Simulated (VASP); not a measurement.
LaSiO:

```
CELL_PARAMETERS angstrom
3.81134 0.00000 0.00000
0.00000 3.81134 0.00000
0.00000 0.00000 6.39057
ATOMIC_POSITIONS crystal
La 0.00000 0.50000 0.82593
La 0.50000 0.00000 0.17407
Si 0.50000 0.00000 0.62788
Si 0.00000 0.50000 0.37212
O 0.00000 0.00000 0.00000
O 0.50000 0.50000 0.00000
```

The cell was generated, and may not be a known phase.

```yaml
Program: VASP 6.6.1
Task: relaxation of cell and atoms
Functional: PBE
Potentials_or_basis: VASP PAW PBE potentials, release 64 (La, Si, O)
Cutoff: 600 eV
k_mesh: 4 × 4 × 4
Occupations: gaussian, width 0.1 eV
Spin: no spin polarisation
```

At the start: pressure 40.0 GPa; volume 15.47 Å³/atom.

Where does the relaxation end?

Over 16 steps the energy falls by 859.5 meV/atom and the volume is 20.72 Å³/atom (+33.9 %); space group P4/nmm (No. 129, to 0.1 Å) before and after.

Step by step:
```
step  energy change (eV)  largest force (eV/Å)  pressure (GPa)  volume (Å³)
   1              0.0000                2.6896           39.95        92.83
   2             -1.0184                3.9618          -13.62       154.91
   3             -2.9735                2.8286           -0.59       121.24
   4             -2.9765                2.7704            0.01       120.44
   5             -3.8232                1.5657           -1.61       125.68
   6             -4.2927                1.4351           -2.21       131.56
   7             -4.3157                1.3661           -2.13       133.28
   8             -4.6840                1.5875            0.69       129.08
   9             -4.8265                2.3280            3.80       125.09
  10             -5.0412                1.3685            1.14       126.36
  11             -5.1279                0.3250           -1.45       127.63
  12             -5.1286                0.2300           -1.66       127.74
  13             -5.1470                0.1345           -0.98       126.26
  14             -5.1563                0.0166           -0.09       124.46
  15             -5.1564                0.0113           -0.02       124.30
  16             -5.1570                0.0084            0.01       124.34
```

Final structure:
```
La Si O
1.0
     3.89842    0.00000    0.00000
     0.00000    3.89842    0.00000
     0.00000    0.00000    8.18135
La Si O
2 2 2
Direct
  0.00000 0.50000 0.84267
  0.50000 0.00000 0.15733
  0.50000 0.00000 0.54751
  0.00000 0.50000 0.45249
  0.00000 0.00000 0.00000
  0.50000 0.50000 0.00000
```

Caveat: the k points lie up to 0.40 Å⁻¹ apart in the final cell, too coarse for converged energies and pressures of a metal; the volume moved by over 15 % at a fixed basis, so the end points are rough.
